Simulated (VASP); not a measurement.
Runs of VASP 6.6.1 on CdSe. The structure is that of space group C2 (No. 5), or close to it. The cells are those of the table. 

```csv
cell,gap on the mesh (eV),pressure (GPa),largest force (eV/Å)
"a = 4.647, b = 4.314, c = 4.163 Å, angles 66.5, 58.3, 69.4°, 2 atoms",0.32,(a),0.49
"a = 4.523, b = 4.303, c = 4.364 Å, angles 62.9, 57.9, 64.0°, 2 atoms",(b),-3.6,0.21
"a = 4.527, b = 4.307, c = 4.206 Å, angles 64.2, 59.0, 66.3°, 2 atoms",0.31,-2.7,0.47
"a = 4.534, b = 4.314, c = 4.049 Å, angles 65.6, 60.0, 68.7°, 2 atoms",(c),-1.1,0.82
```

Alike in all rows: task single point; level PBEsol; potentials or basis VASP PAW PBE potentials, release 64 (Cd, Se); no spin polarisation; k mesh 10 × 10 × 10; cutoff (eV) 520; smearing gaussian 0.05 eV.

Task: Estimate the missing entries.

Result: (a) -3.0; (b) 0.24; (c) 0.28.

Caveats: the PAW data sets were made with another functional, which shifts forces and pressure a little; the cell stands under tension (at least some runs).

A k mesh can miss the band edges, and the runs leave out spin-orbit coupling on Cd, Se.
